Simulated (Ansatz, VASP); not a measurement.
## CuH8: VASP beside Ansatz

```
Cu H
1.0
     4.17847    0.00000    0.00000
     0.00000    4.17847    0.00000
     0.00000    0.00000    4.42197
Cu H
1 8
Direct
  0.00000 0.00000 0.00000
  0.32945 0.00000 0.00000
  0.67055 0.00000 0.00000
  0.00000 0.32945 0.00000
  0.00000 0.67055 0.00000
  0.27769 0.50000 0.50000
  0.72231 0.50000 0.50000
  0.50000 0.27769 0.50000
  0.50000 0.72231 0.50000
```

Alike in both runs: task relaxation of cell and atoms; functional PBE; k mesh 4 × 4 × 4; occupations gaussian, width 0.1 eV; no spin polarisation.

```csv
,VASP,Ansatz
version,VASP 6.6.1,Ansatz 0.2.0
potentials or method,"VASP PAW PBE potentials, release 64 (Cu_sv_GW, H_h), cutoff 1230 eV","scalar-relativistic, plane waves, PAW"
valence electrons in the cell,27,27
```

|  | VASP | Ansatz | Ansatz less VASP |
| --- | --- | --- | --- |
| gap on the k mesh at the Fermi level, each at its own relaxed structure (eV) | none | none | - |
| relaxed volume (Å³/atom) | 8.18 | 8.45 | +0.273 |
| relaxed length of the cell vector where the two differ most in proportion (Å) | 4.426 | 4.568 | +0.1418 |

A gap of «none» marks a metal or a gap that the smearing closes.

The k mesh is coarse, so the values compare programs but aren't converged.
